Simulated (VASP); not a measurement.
Write the native input for VASP 6.6.1 that does the following.

```yaml
Task: single point
Functional: r2SCAN
Dispersion: rVV10
Potentials_or_basis: VASP PAW PBE potentials, release 64 (Li_sv, F)
Cutoff: 520 eV
k_mesh: 10 × 10 × 10
Occupations: fermi-dirac, width 0.03 eV
Spin: no spin polarisation
Dipole_correction: no
Further_INCAR_settings: ALGO = Normal; EDIFF = 1e-06; NBANDS = 12
```

Crystal: LiF.

```
Li F
1.0
     2.50664    0.00000    0.00000
     0.00000    2.50664    0.00000
     0.00000    0.00000    2.50664
Li F
1 1
Direct
  0.00000 0.00000 0.00000
  0.50000 0.50000 0.50000
```

The input as run:

POSCAR

```
LiF
1.0
    2.5066385383      0.0000000000      0.0000000000
    0.0000000000      2.5066385383      0.0000000000
    0.0000000000      0.0000000000      2.5066385383
Li F
1 1
Direct
    0.0000000000      0.0000000000      0.0000000000
    0.5000000000      0.5000000000      0.5000000000
```

INCAR.step1

```
SYSTEM = LiF
PREC = Accurate ; ENCUT = 520
ISMEAR = -1 ; SIGMA = 0.03
LREAL = .False. ; LASPH = .True.
NELM = 60 ; NBANDS = 12
GGA = PE ; ALGO = Normal
EDIFF = 1E-4 ; LWAVE = .True.
LCHARG = .False.
```

INCAR.step2

```
SYSTEM = LiF
PREC = Accurate ; ENCUT = 520
EDIFF = 1E-6 ; ISMEAR = -1
SIGMA = 0.03 ; LREAL = .False.
LASPH = .True. ; NELM = 60
ALGO = Normal ; ISIF = 2
LWAVE = .False. ; LCHARG = .False.
METAGGA = R2SCAN ; LMIXTAU = .True.
LUSE_VDW = .True. ; IVDW_NL = 2
BPARAM = 11.95 ; CPARAM = 0.0093
NBANDS = 12 ; ISTART = 1
```

KPOINTS

```
regular mesh
0
Gamma
  10 10 10
  0 0 0
```

Potentials or basis: VASP PAW PBE potentials, release 64 (Li_sv, F).

Launch:

```console
$ cat potpaw_PBE.64/Li_sv/POTCAR potpaw_PBE.64/F/POTCAR > POTCAR
$ cp INCAR.step1 INCAR
$ mpirun -np 1 vasp_std > vasp.out
$ cp INCAR.step2 INCAR
$ mpirun -np 1 vasp_std > vasp.out
```

It gave:

- Band gap on the k mesh: 9.17 eV (least direct gap 9.93 eV)

Run time: 20 s on 1 thread of Intel(R) Xeon(R) 6975P-C (Granite Rapids), with other jobs on the host, peak memory 0.17 GiB.
